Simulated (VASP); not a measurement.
Here is a VASP 6.6.1 calculation.

File INCAR:

```
SYSTEM = Sb
  PREC = Accurate
  ENCUT = 520
  EDIFF = 1E-6
  ISMEAR = -1
  SIGMA = 0.05
  LREAL = .FALSE.
  LASPH = .TRUE.
  NELM = 80
  ALGO = Normal
  ISIF = 2
  LWAVE = .FALSE.
  LCHARG = .FALSE.
  GGA = PE
  ALDAC = 0.0
  AGGAC = 0.0
  NBANDS = 12
```

The input KPOINTS:

```
Automatic mesh
0
G
  8 8 8
  0 0 0
```

Contents of POSCAR:

```
Sb
1.0
    2.1964499421      1.2681209653      3.8317049867
   -2.1964499421      1.2681209653      3.8317049867
    0.0000000000     -2.5362419306      3.8317049867
Sb
2
Direct
    0.7665100000      0.7665100000      0.7665100000
    0.2334900000      0.2334900000      0.2334900000
```

Potentials or basis: VASP PAW PBE potentials, release 64 (Sb).

Command:

```console
$ cat potpaw_PBE.64/Sb/POTCAR > POTCAR
$ mpirun -np 1 vasp_std > vasp.out
```

(1) Estimate the largest force.

(2) Predict the band gap on the k mesh.

Answers

(1) 0.064 eV/Å.

(2) zero (band 5 reaches 8.13 eV, above the bottom of band 6 at 7.92 eV).

Caveat: spin-orbit coupling is left out, which moves the levels of the heavy elements.
